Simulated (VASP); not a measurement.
## Mo: relaxation of cell and atoms with PBEsol

Mo:

```
Mo
1.0
    -1.56455    1.56455    1.56455
     1.56455   -1.56455    1.56455
     1.56455    1.56455   -1.56455
Mo
1
Direct
  0.00000 0.00000 0.00000
```

```
Program                : VASP 6.6.1
Task                   : relaxation of cell and atoms
Functional             : PBEsol
Potentials or basis    : VASP PAW PBE potentials, release 64 (Mo_sv)
Cutoff                 : 600 eV
k mesh                 : 16 × 16 × 16
Occupations            : fermi-dirac, width 0.15 eV
Spin                   : no spin polarisation
Dipole correction      : no
Further INCAR settings : ALGO = Fast; EDIFF = 1e-06; IBRION = 2; EDIFFG = -0.001; NSW = 80; ISIF = 3
```

```
Relaxed volume                         : 15.35 Å³/atom
Relaxed cell                           : a = 2.712 Å, b = 2.712 Å, c = 2.712 Å, α = 109.47°, β = 109.47°, γ = 109.47°
Space group after relaxing (to 0.05 Å) : Im-3m (No. 229)
Energy gained by relaxing              : 0.1 meV/atom
Ionic steps                            : 10
Pressure after relaxing                : 0.0 GPa
Band gap on the k mesh                 : zero (band 7 reaches 16.88 eV, above the bottom of band 8 at 11.36 eV)
```

Final structure:
```cif
data_structure
_symmetry_space_group_name_H-M 'P 1'
_symmetry_Int_Tables_number 1
_cell_length_a 2.7119
_cell_length_b 2.7119
_cell_length_c 2.7119
_cell_angle_alpha 109.471
_cell_angle_beta 109.471
_cell_angle_gamma 109.471
_cell_volume 15.35
loop_
_atom_site_label
_atom_site_type_symbol
_atom_site_fract_x
_atom_site_fract_y
_atom_site_fract_z
_atom_site_occupancy
Mo1 Mo 0.00000 0.00000 0.00000 1
```

Levels at points of the mesh, in eV from the Fermi level:
```
           k point  band 5  band 6  band 7  band 8  band 9  band 10
(0.00, 0.00, 0.00)   -7.32   -1.38   -1.38   -1.38    1.70     1.70
(0.50, 0.00, 0.00)   -5.44   -3.48    1.69    1.75    2.39     4.93
(0.50, 0.50, 0.50)   -5.59   -5.59    4.14    4.14    4.14     9.18
```

Run time: 3.6 min on 1 thread of AMD EPYC 7R13, on a shared host, peak memory 0.14 GiB.

Caveat: the PAW data sets were made with another functional, which shifts forces and pressure a little.
